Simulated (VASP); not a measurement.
A run of VASP 6.6.1 is set up as follows.

The input INCAR:

```
SYSTEM = Cs4Pb4IBr11
PREC     = Accurate       ! precision mode
ENCUT    = 520            ! plane-wave cutoff, eV
EDIFF    = 1E-6           ! SCF threshold, eV
ISMEAR   = -1             ! smearing method
SIGMA    = 0.01           ! smearing width, eV
LREAL    = Auto         
LASPH    = .TRUE.         ! aspherical terms in the spheres
NELM     = 80             ! most SCF steps
ALGO     = Normal         ! electronic algorithm
ISIF     = 2              ! what is computed and relaxed
LWAVE    = .FALSE.        ! write WAVECAR
LCHARG   = .FALSE.        ! write CHGCAR
GGA      = PE             ! functional
NBANDS   = 104            ! bands
```

File KPOINTS:

```
regular mesh
0
G
  2 2 2
  0 0 0
```

The input POSCAR:

```
Cs4Pb4IBr11
1.0
   -5.8700000000      5.8700000000      5.8700000000
    5.8700000000     -5.8700000000      5.8700000000
    5.8700000000      5.8700000000     -5.8700000000
Cs Pb I Br
4 4 1 11
Direct
   -0.0009132688     -0.0004566344     -0.0004566344
    0.5000000000      0.5004566344     -0.0004566344
    0.5000000000     -0.0004566344      0.5004566344
    0.0009132688      0.5004566344      0.5004566344
    0.5000000000      0.5075859378      0.5075859378
    0.0000000000      0.0000000000      0.5000000000
    0.0000000000      0.5000000000      0.0000000000
    0.5000000000     -0.0075859378     -0.0075859378
    0.5000000000      0.2500000000      0.2500000000
    0.0000000000      0.7500000000      0.2500000000
    0.0000000000      0.2500000000      0.7500000000
    0.5000000000      0.7500000000      0.7500000000
    0.2497573629      0.5013312986      0.2510886616
    0.7502426371     -0.0013312986      0.2489113384
    0.7502426371      0.5013312986      0.7515739357
    0.2497573629     -0.0013312986      0.7484260643
    0.2497573629      0.2510886616      0.5013312986
    0.7502426371      0.7515739357      0.5013312986
    0.7502426371      0.2489113384     -0.0013312986
    0.2497573629      0.7484260643     -0.0013312986
```

Potentials or basis: VASP PAW PBE potentials, release 64 (Cs_sv, Pb_d, I, Br).

The run is started by

```bash
$ cat potpaw_PBE.64/Cs_sv/POTCAR potpaw_PBE.64/Pb_d/POTCAR potpaw_PBE.64/I/POTCAR potpaw_PBE.64/Br/POTCAR > POTCAR
$ mpirun -np 1 vasp_std > vasp.out
```

(1) Estimate the pressure.

(2) Estimate the largest force.

Results:

(1) 2.0 GPa.

(2) 0.016 eV/Å.
